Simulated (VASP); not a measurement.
# PbO (P4/nmm) in VASP: further runs, part 2 of 3

VASP 6.6.1.

## (4) Single point, PBE+D3(BJ) (strain +0.050 along x and y, -0.050 along z)

Contents of INCAR:

```
ALGO = Normal ; EDIFF = 1E-7
ENCUT = 520 ; GGA = PE
ISIF = 2 ; ISMEAR = 0
IVDW = 12 ; LASPH = True
LCHARG = False ; LREAL = False
LWAVE = False ; NBANDS = 28
NELM = 80 ; PREC = Accurate
SIGMA = 0.05
```

Contents of KPOINTS:

```
k-points
0
Gamma
  8 8 6
```

Contents of POSCAR:

```
PbO
1.0
    4.1731200000      0.0000000000      0.0000000000
    0.0000000000      4.1731200000      0.0000000000
    0.0000000000      0.0000000000      4.7709000000
Pb O
2 2
Direct
    0.0000000000      0.5000000000      0.2351000000
    0.5000000000      0.0000000000      0.7649000000
    0.0000000000      0.0000000000      0.0000000000
    0.5000000000      0.5000000000      0.0000000000
```

Potentials or basis: VASP PAW PBE potentials, release 64 (Pb_d, O).

On the command line:

```
cat potpaw_PBE.64/Pb_d/POTCAR potpaw_PBE.64/O/POTCAR > POTCAR
mpirun -np 1 vasp_std > vasp.out
```

OUTCAR:

```text
EDIFF = 1E-7
   ENCUT = 520
   GGA = PE
   ISIF = 2
   ISMEAR = 0
   IVDW = 12
   LASPH = True
   LREAL = False
   NELM = 80
   PREC = Accurate
 IVDW          = 12

 ion  position               nearest neighbor table
   1  0.000  0.500  0.235-   3 2.37   4 2.37   3 2.37   4 2.37   2 3.71   2 3.71   2 3.71   2 3.71
                             2 3.89   2 3.89   2 3.89   2 3.89
   2  0.500  0.000  0.765-   3 2.37   4 2.37   4 2.37   3 2.37   1 3.71   1 3.71   1 3.71   1 3.71
                             1 3.89   1 3.89   1 3.89   1 3.89
   3  0.000  0.000  0.000-   1 2.37   2 2.37   1 2.37   2 2.37
   4  0.500  0.500  0.000-   1 2.37   2 2.37   2 2.37   1 2.37

  LATTYP: Found a simple tetragonal cell.
 ALAT       =     4.1731200000
 C/A-ratio  =     1.1432453416

  Lattice vectors:

 A1 = (   4.1731200000,   0.0000000000,   0.0000000000)
 A2 = (   0.0000000000,   4.1731200000,   0.0000000000)
 A3 = (   0.0000000000,   0.0000000000,   4.7709000000)

Analysis of symmetry for initial positions (statically):
=====================================================================
 Subroutine PRICEL returns:
 Original cell was already a primitive cell.

[... 177 lines left out ...]

 val. band max:        4.3795831557   @ k =   0.1250   0.1250   0.0000
 cond. band min:       5.9036567101   @ k =   0.5000   0.5000   0.0000
 fundamental gap:      1.5240735544
 Fermi energy:         4.6397949637

 k-point     1 :       0.0000    0.0000    0.0000
  band No.  band energies     occupation
      1     -13.2255      2.00000
      2     -12.9695      2.00000
      3     -11.3602      2.00000
      4     -11.3602      2.00000
      5     -11.3286      2.00000
      6     -11.2245      2.00000
[... 733 lines left out ...]
     27      13.9072      0.00000
     28      13.9072      0.00000

 [... further k-points ...]

------------------------ aborting loop because EDIFF is reached ----------------------------------------

 Edisp (eV)   -0.91386

 E8    (eV) :    -0.4197

  FORCE on cell =-STRESS in cart. coord.  units (eV):
  Direction    XX          YY          ZZ          XY          YZ          ZX
  --------------------------------------------------------------------------------------
  -------------------------------------------------------------------------------------
  Total      -1.44251    -1.44251     0.14276     0.00000    -0.00000     0.00000
  in kB     -27.81689   -27.81689     2.75290     0.00000    -0.00000     0.00000
  external pressure =      -17.63 kB  Pullay stress =        0.00 kB

 VOLUME and BASIS-vectors are now :
 -----------------------------------------------------------------------------
  energy-cutoff  :      520.00
  volume of cell :       83.08
      direct lattice vectors                 reciprocal lattice vectors
     4.173120000  0.000000000  0.000000000     0.239628863  0.000000000  0.000000000
     0.000000000  4.173120000  0.000000000     0.000000000  0.239628863  0.000000000
     0.000000000  0.000000000  4.770900000     0.000000000  0.000000000  0.209604058

 POSITION                                       TOTAL-FORCE (eV/Angst)
 -----------------------------------------------------------------------------------
      0.00000      2.08656      1.12164         0.000000      0.000000      0.150304
      2.08656      0.00000      3.64926        -0.000000      0.000000     -0.150304
      0.00000      0.00000      0.00000        -0.000000      0.000000      0.000000
      2.08656      2.08656      0.00000         0.000000     -0.000000      0.000000
 -----------------------------------------------------------------------------------
    total drift:                                0.000000     -0.000000     -0.000000

  FREE ENERGIE OF THE ION-ELECTRON SYSTEM (eV)
  ---------------------------------------------------
  free  energy   TOTEN  =       -22.3430349739 eV

  energy  without entropy=      -22.3430349739  energy(sigma->0) =      -22.34303497
```

Wall time 54 s (1 thread of AMD EPYC 9R45 (Zen 5), shared host); peak memory 0.23 GiB.

Results:

| Quantity | Value |
| --- | --- |
| Free energy | -22.3430 eV |
| Pressure | -1.8 GPa |
| Largest force | 0.150 eV/Å |
| Band gap on the k mesh | 1.52 eV (least direct gap 1.83 eV) |
| Dispersion energy per atom | -0.228 eV |

Forces on the atoms (eV/Å):
```
Pb   0.000  0.000  0.150
Pb   0.000  0.000 -0.150
O    0.000  0.000  0.000
O    0.000  0.000  0.000
```

Caveat: the cell differs from its parent crystal (strain +0.050 along x and y, -0.050 along z); spin-orbit coupling is left out, which moves the levels of the heavy elements. A k mesh can miss the band edges.

## (5) Single point, PBE+D3(BJ) (strain +0.000 along x and y, +0.050 along z)

Contents of INCAR:

```
SYSTEM = PbO
PREC = Accurate ; ENCUT = 520
EDIFF = 1E-7 ; ISMEAR = 0
SIGMA = 0.05 ; LREAL = .False.
LASPH = .True. ; NELM = 60
ALGO = Normal ; ISIF = 2
LWAVE = .False. ; LCHARG = .True.
GGA = PE ; IVDW = 12
LELF = .True. ; LVHAR = .True.
NBANDS = 28
```

Contents of KPOINTS:

```
Automatic mesh
0
Gamma
  8 8 6
  0 0 0
```

Contents of POSCAR:

```
PbO
1.0
    3.9744000000      0.0000000000      0.0000000000
    0.0000000000      3.9744000000      0.0000000000
    0.0000000000      0.0000000000      5.2731000000
Pb O
2 2
Direct
    0.0000000000      0.5000000000      0.2351000000
    0.5000000000      0.0000000000      0.7649000000
    0.0000000000      0.0000000000      0.0000000000
    0.5000000000      0.5000000000      0.0000000000
```

On the command line:

```
cat potpaw_PBE.64/Pb_d/POTCAR potpaw_PBE.64/O/POTCAR > POTCAR
mpirun -np 1 vasp_std > vasp.out
```

Run time: 51 s. Hardware: 1 thread of AMD EPYC 9R45 (Zen 5), shared host; peak memory 0.23 GiB.

The run converged. Its results:

| Item | Value |
| --- | --- |
| Free energy | -22.3712 eV |
| Pressure | -0.6 GPa |
| Largest force | 0.365 eV/Å |
| Band gap on the k mesh | 1.20 eV (least direct gap 2.05 eV) |
| Dispersion energy per atom | -0.228 eV |

Forces on the atoms (eV/Å):
```
Pb   0.000  0.000 -0.365
Pb   0.000  0.000  0.365
O    0.000  0.000  0.000
O    0.000  0.000  0.000
```

Stress tensor (GPa, compression positive):
```
 0.27  0.00  0.00
 0.00  0.27  0.00
 0.00  0.00 -2.31
```

Levels at points of the mesh, in eV from the valence-band top:
| k point | band 17 | band 18 | band 19 | band 20 | band 21 | band 22 | band 23 | band 24 |
| --- | --- | --- | --- | --- | --- | --- | --- | --- |
| (0.00, 0.00, 0.00) | -1.63 | -1.42 | -1.42 | 0.00 | 2.23 | 5.25 | 5.58 | 5.58 |
| (0.50, 0.00, 0.00) | -2.76 | -2.76 | -1.67 | -1.67 | 3.15 | 3.15 | 6.34 | 6.34 |
| (0.50, 0.50, 0.00) | -1.80 | -1.80 | -0.84 | -0.84 | 1.20 | 1.20 | 5.05 | 5.05 |
| (0.00, 0.00, 0.50) | -1.65 | -1.45 | -1.45 | -1.12 | 2.14 | 4.06 | 4.06 | 4.42 |
| (0.50, 0.00, 0.50) | -2.74 | -2.74 | -1.06 | -1.06 | 2.85 | 2.85 | 6.28 | 6.28 |
| (0.50, 0.50, 0.50) | -2.23 | -2.23 | -0.84 | -0.84 | 3.31 | 3.31 | 4.32 | 4.32 |

Caveat: the cell differs from its parent crystal (strain +0.000 along x and y, +0.050 along z); spin-orbit coupling is left out, which moves the levels of the heavy elements. A k mesh can miss the band edges.

(Continued in part 3 of 3.)
